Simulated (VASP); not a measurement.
A run of VASP 6.6.1 is set up as follows.

POSCAR

```
BeSe
1.0
    0.0000000000      2.5810353788      2.5810353788
    2.5810353788      0.0000000000      2.5810353788
    2.5810353788      2.5810353788      0.0000000000
Be Se
1 1
Direct
    0.0000000000      0.0000000000      0.0000000000
    0.2500000000      0.2500000000      0.2500000000
```

Contents of INCAR.step1:

```
SYSTEM = BeSe
  PREC = Accurate
  ENCUT = 600
  EDIFF = 1E-5
  ISMEAR = -1
  SIGMA = 0.02
  LREAL = .FALSE.
  LASPH = .TRUE.
  NELM = 120
  ALGO = Normal
  LWAVE = .TRUE.
  LCHARG = .FALSE.
  GGA = PE
  NBANDS = 11
  GGA_COMPAT = .FALSE.
  IBRION = 2
  ISIF = 3
  EDIFFG = -0.005
  NELMIN = 4
  NSW = 100
```

The input INCAR.step2:

```
SYSTEM = BeSe
  PREC = Accurate
  ENCUT = 600
  EDIFF = 1E-7
  ISMEAR = -1
  SIGMA = 0.02
  LREAL = .FALSE.
  LASPH = .TRUE.
  NELM = 120
  ALGO = Normal
  ISIF = 3
  LWAVE = .FALSE.
  LCHARG = .FALSE.
  GGA = PE
  LHFCALC = .TRUE.
  HFSCREEN = 0.2079
  PRECFOCK = Normal
  IBRION = 2
  NSW = 80
  EDIFFG = -0.005
  ISTART = 1
  GGA_COMPAT = .FALSE.
  NELMIN = 4
```

KPOINTS

```
Automatic mesh
0
G
  6 6 6
  0 0 0
```

Potentials or basis: VASP PAW PBE potentials, release 64 (Be, Se).

Run with:

```bash
$ cat potpaw_PBE.64/Be/POTCAR potpaw_PBE.64/Se/POTCAR > POTCAR
$ cp INCAR.step1 INCAR
$ mpirun -np 1 vasp_std > vasp.out
$ cp INCAR.step2 INCAR
$ mpirun -np 1 vasp_std > vasp.out
```

(1) Estimate the relaxed volume.

(2) Estimate the band gap on the k mesh.

(3) Predict the space group after relaxing (to 0.1 Å).

Answers

(1) 17.02 Å³/atom.

(2) 3.48 eV (least direct gap 5.45 eV).

(3) F-43m (No. 216).

Caveat: the PAW data sets were made with another functional, which shifts forces and pressure a little.
